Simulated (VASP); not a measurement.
# CdSe (Fm-3m) in VASP: a series of runs, part 2 of 2

VASP 6.6.1. Earlier steps stand in the parts before.

## Step 4: Single point, PBEsol

The input, INCAR:

```
PREC = Accurate ; ENCUT = 500
EDIFF = 1E-6 ; ISMEAR = 1
SIGMA = 0.5 ; LREAL = False
LASPH = True ; NELM = 120
ALGO = Normal ; ISIF = 2
LWAVE = False ; LCHARG = True
GGA = PS ; LELF = True
LVHAR = True ; NBANDS = 16
GGA_COMPAT = False
```

The input, KPOINTS:

```
Automatic mesh
0
Gamma
  6 6 6
```

The input, POSCAR:

```
CdSe
1.0
    0.0000000000      2.8429458735      2.8429458735
    2.8429458735      0.0000000000      2.8429458735
    2.8429458735      2.8429458735      0.0000000000
Cd Se
1 1
Direct
    0.0000000000      0.0000000000      0.0000000000
    0.5000000000      0.5000000000      0.5000000000
```

Potentials or basis: VASP PAW PBE potentials, release 64 (Cd, Se).

On the command line:

```
$ cat potpaw_PBE.64/Cd/POTCAR potpaw_PBE.64/Se/POTCAR > POTCAR
$ mpirun -np 1 vasp_std > vasp.out
```

OUTCAR:

```text
PREC = Accurate
   ENCUT = 500
   EDIFF = 1E-6
   ISMEAR = 1
   LREAL = False
   LASPH = True
   NELM = 120
   ISIF = 2
   GGA = PS

 ion  position               nearest neighbor table
   1  0.000  0.000  0.000-   2 2.84   2 2.84   2 2.84   2 2.84   2 2.84   2 2.84
   2  0.500  0.500  0.500-   1 2.84   1 2.84   1 2.84   1 2.84   1 2.84   1 2.84

  LATTYP: Found a face centered cubic cell.
 ALAT       =     5.6858917470

  Lattice vectors:

 A1 = (   0.0000000000,   2.8429458735,   2.8429458735)
 A2 = (   2.8429458735,   0.0000000000,   2.8429458735)
 A3 = (   2.8429458735,   2.8429458735,   0.0000000000)

Analysis of symmetry for initial positions (statically):
=====================================================================
 Subroutine PRICEL returns:
 Original cell was already a primitive cell.

 Routine SETGRP: Setting up the symmetry group for a
 face centered cubic supercell.

 Subroutine GETGRP returns: Found 48 space group operations
 (whereof 48 operations were pure point group operations)
 out of a pool of 48 trial point group operations.

The static configuration has the point symmetry O_h .

Analysis of symmetry for dynamics (positions and initial velocities):
=====================================================================
 Subroutine PRICEL returns:
 Original cell was already a primitive cell.

 Routine SETGRP: Setting up the symmetry group for a
 face centered cubic supercell.

 Subroutine GETGRP returns: Found 48 space group operations
 (whereof 48 operations were pure point group operations)
 out of a pool of 48 trial point group operations.

The dynamic configuration has the point symmetry O_h .

 Subroutine INISYM returns: Found 48 space group operations
 (whereof 48 operations are pure point group operations),
 and found     1 'primitive' translations

----------------------------------------------------------------------------------------

                                     Primitive cell

  volume of cell :      45.9553

  direct lattice vectors                    reciprocal lattice vectors
     0.000000000  2.842945874  2.842945874    -0.175873908  0.175873908  0.175873908
     2.842945874  0.000000000  2.842945874     0.175873908 -0.175873908  0.175873908
     2.842945874  2.842945874  0.000000000     0.175873908  0.175873908 -0.175873908

  length of vectors
     4.020532611  4.020532611  4.020532611     0.304622544  0.304622544  0.304622544

  position of ions in fractional coordinates (direct lattice)
     0.000000000  0.000000000  0.000000000
     0.500000000  0.500000000  0.500000000

  ion indices of the primitive-cell ions
   primitive index   ion index
                 1           1
                 2           2

----------------------------------------------------------------------------------------

 KPOINTS: Automatic mesh

Automatic generation of k-mesh.
 Grid dimensions read from file:
 generate k-points for:    6    6    6

 Generating k-lattice:

  Cartesian coordinates                     Fractional coordinates (reciprocal lattice)
    -0.029312318  0.029312318  0.029312318     0.166666667  0.000000000  0.000000000
     0.029312318 -0.029312318  0.029312318     0.000000000  0.166666667  0.000000000
     0.029312318  0.029312318 -0.029312318     0.000000000  0.000000000  0.166666667

  Length of vectors
     0.050770424  0.050770424  0.050770424

  Shift w.r.t. Gamma in fractional coordinates (k-lattice)
     0.000000000  0.000000000  0.000000000

 Subroutine IBZKPT returns following result:
 ===========================================

 Found     16 irreducible k-points:

 Following reciprocal coordinates:
            Coordinates               Weight
  0.000000  0.000000  0.000000      1.000000
  0.166667  0.000000  0.000000      8.000000
  0.333333  0.000000  0.000000      8.000000
  0.500000  0.000000  0.000000      4.000000
  0.166667  0.166667  0.000000      6.000000
  0.333333  0.166667  0.000000     24.000000
[... 8 lines left out ...]
 -0.333333  0.333333  0.166667     24.000000
 -0.333333  0.500000  0.166667     12.000000
   k-points           NKPTS =     16   k-points in BZ     NKDIM =     16   number of bands    NBANDS=     16
   number of dos      NEDOS =    301   number of ions     NIONS =      2
   total plane-waves  NPLWV =  27000
   dimension x,y,z NGX =    30 NGY =   30 NGZ =   30
   dimension x,y,z NGXF=    60 NGYF=   60 NGZF=   60
   ions per type =               1   1
   NGX,Y,Z   is equivalent  to a cutoff of  12.40, 12.40, 12.40 a.u.
   NGXF,Y,Z  is equivalent  to a cutoff of  24.81, 24.81, 24.81 a.u.
 SYSTEM =  unknown system
   PREC   = accura    normal or accurate (medium, high low for compatibility)
   ISTART =      0    job   : 0-new  1-cont  2-samecut
   ICHARG =      2    charge: 1-file 2-atom 10-const
   ISPIN  =      1    spin polarized calculation?
   LNONCOLLINEAR =      F non collinear calculations
   LSORBIT =      F    spin-orbit coupling
   LASPH  =      T    aspherical Exc in radial PAW
   ENCUT  =  500.0 eV  36.75 Ry    6.06 a.u.   7.33  7.33  7.33*2*pi/ulx,y,z
   NELM   =    120;   NELMIN=  2; NELMDL= -5     # of ELM steps
   EDIFF  = 0.1E-05   stopping-criterion for ELM
   LREAL  =      F    real-space projection
   EDIFFG = 0.1E-04   stopping-criterion for IOM
   NSW    =      0    number of steps for IOM
   IBRION =     -1    ionic relax: 0-MD 1-quasi-New 2-CG
   NFREE  =      0    steps in history (QN), initial steepest desc. (CG)
   ISIF   =      2    stress and relaxation
   ISYM   =      2    0-nonsym 1-usesym 2-fastsym
   POTIM  = 0.5000    time-step for ionic-motion
   TEBEG  =    0.0;   TEEND  =   0.0 temperature during run
   PSTRESS=    0.0 pullay stress
   NELECT =      18.0000    total number of electrons
   NUPDOWN=      -1.0000    fix difference up-down
   EMIN   =  10.00;   EMAX   =-10.00  energy-range for DOS
   EFERMI =   0.00;   METHOD = LEGACY
   ISMEAR =     1;   SIGMA  =   0.50  broadening in eV -4-tet -1-fermi 0-gaus
   EFERMI_NEDOS =   21; number of points for ismear=-14 and -15
   IALGO  =     38    algorithm
   IMIX   =      4    mixing-type and parameters
     AMIX     =   0.40;   BMIX     =  1.00
     AMIX_MAG =   1.60;   BMIX_MAG =  1.00
  volume/ion in A,a.u.               =      22.98       155.06
  Fermi-wavevector in a.u.,A,eV,Ry     =   1.197808  2.263528 19.520865  1.434743
  Thomas-Fermi vector in A             =   2.333713
   LORBIT       =      0    0 simple, 1 ext, 2 COOP (PROOUT), +10 PAW based schemes
   GGA     = PS    functional components
   LHFCALC =     F    Hartree Fock is set to
   AEXX    =    0.0000 exact exchange contribution
   IVDW    =     0    specifies the selected vdW correction
   LEPSILON=     F    determine dielectric tensor
   LRPA    =     F    only Hartree local field effects (RPA)
 non-spin polarized calculation
 Methfessel and Paxton  Order N= 1 SIGMA  =   0.50
  energy-cutoff  :      500.00
  volume of cell :       45.96
 maximum number of plane-waves:      1211
 NGX is ok and might be reduce to    30

 number of electron      17.9999999 magnetization

 Free energy of the ion-electron system (eV)
  ---------------------------------------------------
  ext. energy  EPLUGINS =         0.00000000
  ---------------------------------------------------
  free energy    TOTEN  =        -5.97732856 eV

  energy without entropy =       -5.99094322  energy(sigma->0) =       -5.98186678

 E-fermi :   2.6251     XC(G=0): -10.3432

 val. band max:        2.5172747079   @ k =   0.0000   0.0000   0.0000
 cond. band min:       3.3175062617   @ k =   0.5000   0.3333   0.0000
 fundamental gap:      0.8002315538
 Fermi energy:         2.6251084359

 k-point     1 :       0.0000    0.0000    0.0000
  band No.  band energies     occupation
      1     -10.6911      2.00000
      2      -5.5203      2.00000
      3      -5.5203      2.00000
      4      -5.5014      2.00000
      5      -5.5014      2.00000
      6      -5.5014      2.00000
[... 8 lines left out ...]
     15      12.2578     -0.00000
     16      12.2578     -0.00000
[... 267 lines left out ...]
 k-point    16 :      -0.3333    0.5000    0.1667
  band No.  band energies     occupation
      1      -9.7542      2.00000
      2      -5.5756      2.00000
      3      -5.5664      2.00000
      4      -5.4067      2.00000
      5      -5.2910      2.00000
      6      -4.8872      2.00000
[... 8 lines left out ...]
     15      15.5074      0.00000
     16      17.4168      0.00000

------------------------ aborting loop because EDIFF is reached ----------------------------------------

  FORCE on cell =-STRESS in cart. coord.  units (eV):
  Direction    XX          YY          ZZ          XY          YZ          ZX
  --------------------------------------------------------------------------------------
  -------------------------------------------------------------------------------------
  Total       -0.4474855     -0.4474855     -0.4474855     -0.0000000      0.0000000     -0.0000000
  in kB      -15.6010487    -15.6010487    -15.6010487     -0.0000000      0.0000000     -0.0000000
  external PRESSURE =     -15.6010487 kB  Pullay stress =       0.0000000 kB

 VOLUME and BASIS-vectors are now :
 -----------------------------------------------------------------------------
  energy-cutoff  :      500.00
  volume of cell :       45.96
      direct lattice vectors                 reciprocal lattice vectors
     0.000000000  2.842945874  2.842945874    -0.175873908  0.175873908  0.175873908
     2.842945874  0.000000000  2.842945874     0.175873908 -0.175873908  0.175873908
     2.842945874  2.842945874  0.000000000     0.175873908  0.175873908 -0.175873908

 POSITION                                       TOTAL-FORCE (eV/Angst)
 -----------------------------------------------------------------------------------
      0.00000      0.00000      0.00000        -0.000000     -0.000000     -0.000000
      2.84295      2.84295      2.84295         0.000000      0.000000      0.000000
 -----------------------------------------------------------------------------------
    total drift:                               -0.000000      0.000000      0.000000

  FREE ENERGIE OF THE ION-ELECTRON SYSTEM (eV)
  ---------------------------------------------------
  free  energy   TOTEN  =        -5.9773285566 eV

  energy  without entropy=       -5.9909432194  energy(sigma->0) =       -5.98186678
```

OSZICAR:

```text
N       E                     dE             d eps       ncg     rms          rms(c)
DAV:   1     0.102122824890E+03    0.10212E+03   -0.90196E+03   520   0.101E+03
DAV:   2    -0.301954001993E+01   -0.10514E+03   -0.99403E+02   608   0.248E+02
DAV:   3    -0.638134882965E+01   -0.33618E+01   -0.33543E+01   600   0.462E+01
DAV:   4    -0.639108410680E+01   -0.97353E-02   -0.97348E-02   624   0.242E+00
DAV:   5    -0.639112325995E+01   -0.39153E-04   -0.39153E-04   648   0.140E-01    0.540E+00
DAV:   6    -0.600457526480E+01    0.38655E+00   -0.61252E-01   688   0.101E+01    0.466E+00
DAV:   7    -0.597993749449E+01    0.24638E-01   -0.10901E-01   592   0.239E+00    0.230E+00
DAV:   8    -0.597750147436E+01    0.24360E-02   -0.12066E-02   576   0.130E+00    0.184E-01
DAV:   9    -0.597732744213E+01    0.17403E-03   -0.10417E-03   640   0.404E-01    0.403E-02
DAV:  10    -0.597732301715E+01    0.44250E-05   -0.10395E-04   632   0.139E-01    0.312E-02
DAV:  11    -0.597732872205E+01   -0.57049E-05   -0.11865E-05   624   0.367E-02    0.142E-02
DAV:  12    -0.597732855663E+01    0.16542E-06   -0.75615E-07   392   0.114E-02
   1 F= -.59773286E+01 E0= -.59818668E+01  d E =0.136147E-01
```

stdout:

```text
POSCAR found type information on POSCAR CdSe
 POSCAR found :  2 types and       2 ions
 scaLAPACK will be used
 -----------------------------------------------------------------------------
|                                                                             |
|                                                                             |
|     You enforced a specific xc type in the INCAR file but a different       |
|     I HOPE YOU KNOW WHAT YOU ARE DOING!                                     |
|                                                                             |
 -----------------------------------------------------------------------------

 LDA part: xc-table for (Slater+PW92), standard interpolation
 POSCAR, INCAR and KPOINTS ok, starting setup
 FFT: planning ... GRIDC
 FFT: planning ... GRID_SOFT
 FFT: planning ... GRID
 WAVECAR not read
 entering main loop
```

It took 24 s on 1 thread of Intel Xeon 8259CL, shared host; peak memory 0.17 GiB.

What came out:

* Free energy: -5.9773 eV
* Pressure: -1.6 GPa
* Band gap on the k mesh: zero (bands 9 and 10 overlap by 0.51 eV)

Levels at points of the mesh, in eV from the Fermi level:
```
           k point  band 7  band 8  band 9  band 10  band 11  band 12
(0.00, 0.00, 0.00)   -0.86   -0.86   -0.86    -0.11     8.40     8.40
(0.50, 0.00, 0.00)   -5.34   -0.24   -0.24     2.67     4.97     4.97
(0.50, 0.50, 0.00)   -4.54   -2.39   -2.39    -0.75     5.11     9.63
```

Caveat: so wide a smearing shifts energies and pressures; semilocal functionals underestimate gaps, so a narrow gap can read as zero; the PAW data sets were made with another functional, which shifts forces and pressure a little.

## Step 5: Single point, PBEsol

The input, INCAR:

```
PREC = Accurate ; ENCUT = 500
EDIFF = 1E-6 ; ISMEAR = 1
SIGMA = 0.2 ; LREAL = F
LASPH = T ; NELM = 120
ALGO = Normal ; ISIF = 2
LWAVE = F ; LCHARG = F
GGA = PS ; NBANDS = 16
GGA_COMPAT = F
```

KPOINTS is that of step 4.

POSCAR is that of step 4.

On the command line:

```
$ cat potpaw_PBE.64/Cd/POTCAR potpaw_PBE.64/Se/POTCAR > POTCAR
$ mpirun -np 1 vasp_std > vasp.out
```

Wall time 22 s (1 thread of Intel Xeon 8259CL, shared host); peak memory 0.16 GiB.

The run converged. Its results:

* Free energy: -5.9795 eV
* Pressure: -1.6 GPa
* Band gap on the k mesh: zero (bands 9 and 10 overlap by 0.51 eV)

Levels at points of the mesh, in eV from the Fermi level:
| k point | band 6 | band 7 | band 8 | band 9 | band 10 | band 11 | band 12 | band 13 |
| --- | --- | --- | --- | --- | --- | --- | --- | --- |
| (0.00, 0.00, 0.00) | -7.95 | -0.70 | -0.70 | -0.70 | 0.06 | 8.57 | 8.57 | 8.57 |
| (0.50, 0.00, 0.00) | -7.80 | -5.17 | -0.07 | -0.07 | 2.84 | 5.14 | 5.14 | 6.08 |
| (0.50, 0.50, 0.00) | -7.22 | -4.37 | -2.22 | -2.22 | -0.58 | 5.28 | 9.80 | 10.41 |

Caveat: semilocal functionals underestimate gaps, so a narrow gap can read as zero; the PAW data sets were made with another functional, which shifts forces and pressure a little.

## Step 6: The runs side by side

| smearing | gap on the mesh (eV) | pressure (GPa) |
| --- | --- | --- |
| fermi-dirac 0.02 eV | none | -1.6 |
| tetrahedron | none | -1.6 |
| methfessel-paxton 0.5 eV | none | -1.6 |
| methfessel-paxton 0.2 eV | none | -1.6 |

Alike in all rows: task single point; level PBEsol; potentials or basis VASP PAW PBE potentials, release 64 (Cd, Se); no spin polarisation; cell as given; k mesh 6 × 6 × 6; cutoff (eV) 500.

Caveats: semilocal functionals underestimate gaps, so a narrow gap can read as zero; the PAW data sets were made with another functional, which shifts forces and pressure a little; so wide a smearing shifts energies and pressures (at least some runs).

Total energies depend on the potentials used, so only differences within one code and one set of settings carry meaning.
